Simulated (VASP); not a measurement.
The system is BaZrO3.

```
Ba Zr O
1.0
     4.21910    0.00000    0.00000
     0.00000    4.21910    0.00000
     0.00000    0.00000    4.21910
Ba Zr O
1 1 3
Direct
  0.00000 0.00000 0.00000
  0.50000 0.50000 0.50000
  0.50000 0.50000 0.00000
  0.50000 0.00000 0.50000
  0.00000 0.50000 0.50000
```

This cell differs from its parent crystal: volume scaled by 1.02.

Base run:

* Program: VASP 6.6.1
* Functional: PBEsol
* Potentials or basis: VASP PAW PBE potentials, release 64 (Ba_sv, Zr_sv, O)
* Cutoff: 520 eV
* k mesh: 6 × 6 × 6
* Occupations: fermi-dirac, width 0.05 eV
* Spin: no spin polarisation

Its results: band gap on the k mesh 3.07 eV, indirect (least direct gap 3.31 eV); pressure -3.2 GPa.

**Question.** The run is repeated on the same cell with these changes: functional from PBEsol to r2SCAN. What comes out?

**Answer.** Band gap on the k mesh 3.65 eV, indirect (least direct gap 3.92 eV); pressure -0.6 GPa.

r2SCAN gives the wider gap, since meta-GGAs in the generalised Kohn-Sham scheme recover part of the derivative discontinuity.

Caveats: the PAW data sets were made with another functional, which shifts forces and pressure a little; spin-orbit coupling is left out, which moves the levels of the heavy elements.

A k mesh can miss the band edges.
